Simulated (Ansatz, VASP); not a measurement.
# Two plane-wave programs on Pt

Contents of INCAR:

```
  PREC = Accurate
  ENCUT = 600
  EDIFF = 1E-6
  ISMEAR = -1
  SIGMA = 0.1
  LREAL = False
  LASPH = True
  NELM = 80
  ALGO = Normal
  ISIF = 3
  LWAVE = False
  LCHARG = False
  GGA = PE
  IBRION = 2
  NSW = 80
  EDIFFG = -0.01
```

File KPOINTS:

```
regular mesh
0
Gamma
  10 10 10
```

Contents of POSCAR:

```
Pt
1.0
    0.0000000000      2.7314125730      2.7314125730
    2.7314125730      0.0000000000      2.7314125730
    2.7314125730      2.7314125730      0.0000000000
Pt
2
Direct
    0.1250000000      0.1250000000      0.1250000000
    0.8750000000      0.8750000000      0.8750000000
```

Input for Ansatz:

```yaml
crystal:
  lattice:
    - [0.0, 2.731412573, 2.731412573]
    - [2.731412573, 0.0, 2.731412573]
    - [2.731412573, 2.731412573, 0.0]
  atoms:
    - { symbol: Pt, position: [0.125, 0.125, 0.125] }
    - { symbol: Pt, position: [0.875, 0.875, 0.875] }
hamiltonian:
  xc: pbe
  pseudopotentials:
    kind: paw
    azcp:
      Pt: "pseudopotentials/Pt.paw.azcp"
basis:
  ecutwfc: 420
  fft_grid_basis: typed
kpoints:
  mp_grid: { grid: [10, 10, 10], shift: [0, 0, 0] }
magnetization:
  spin_polarized: false
scf:
  occupations: { method: fermi_dirac, width: 0.1 }
relax:
  max_steps: 60
  f_tol: 0.01
  cell: {}
output:
  write_density: true
  write_potential: true
  elf: true
  volumetric_format: npy
```

Alike in both runs: task relaxation of cell and atoms; functional PBE; k mesh 10 × 10 × 10; occupations fermi-dirac, width 0.1 eV; no spin polarisation.

|  | VASP | Ansatz |
| --- | --- | --- |
| version | VASP 6.6.1 | Ansatz 0.2.0 |
| potentials or method | VASP PAW PBE potentials, release 64 (Pt), cutoff 600 eV | plane waves (420 eV) with PAW, scalar-relativistic |
| valence electrons in the cell | 20 | 36 |

|  | VASP | Ansatz | Ansatz less VASP |
| --- | --- | --- | --- |
| relaxed volume (Å³/atom) | 24.06 | 24.13 | +0.075 |
| relaxed cell length with the largest relative difference (Å) | 4.083 | 4.087 | +0.0042 |

VASP's potentials hold 20 valence electrons a cell and Ansatz's 36, so a difference there can come from the potentials and not from the codes.

Spin-orbit coupling is off throughout. Noted on VASP's run: the volume moved by over 15 % at a fixed basis, so the end points are rough.
